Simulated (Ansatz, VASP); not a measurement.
## One calculation of Ir2Ru, two programs

```xyz
6
Lattice="2.7658 0.0000 0.0000 -1.3829 2.3952 0.0000 0.0000 0.0000 12.9753" Properties=species:S:1:pos:R:3 pbc="T T T"
Ru    0.0000    1.5968    9.7315
Ru    1.3829    0.7984    3.2438
Ir    0.0000    1.5968    1.1143
Ir    0.0000    1.5968    5.3734
Ir    1.3829    0.7984   11.8610
Ir    1.3829    0.7984    7.6019
```

Alike in both runs: functional PBE; k mesh 6 × 6 × 2; occupations gaussian, width 0.1 eV; no spin polarisation.

Ansatz relaxed the structure, and its values are those at the end. VASP's run is a single point on that final structure, the one shown.

|  | VASP | Ansatz |
| --- | --- | --- |
| version | VASP 6.6.1 | Ansatz 0.2.0 |
| potentials or method | VASP PAW PBE potentials, release 64 (Ru_pv, Ir), cutoff 520 eV | scalar-relativistic, plane waves, PAW |
| valence electrons in the cell | 64 | 100 |

Ansatz gave:

- gap on the k mesh at the Fermi level (eV): none
- pressure (GPa): 0.0
- rms of the force components (eV/Å): 0.005

Q: Estimate VASP's values.

A: gap on the k mesh at the Fermi level (eV): none; pressure (GPa): 0.3; rms of the force components (eV/Å): 0.006.

A gap of «none» marks a metal or a gap that the smearing closes. The functional is the same, so the differences come from potentials, cutoffs and numerics. VASP's potentials hold 64 valence electrons a cell and Ansatz's 100, so a difference there can come from the potentials and not from the codes.

The k mesh is coarse, so the values compare programs but aren't converged. Neither program's run includes spin-orbit coupling.
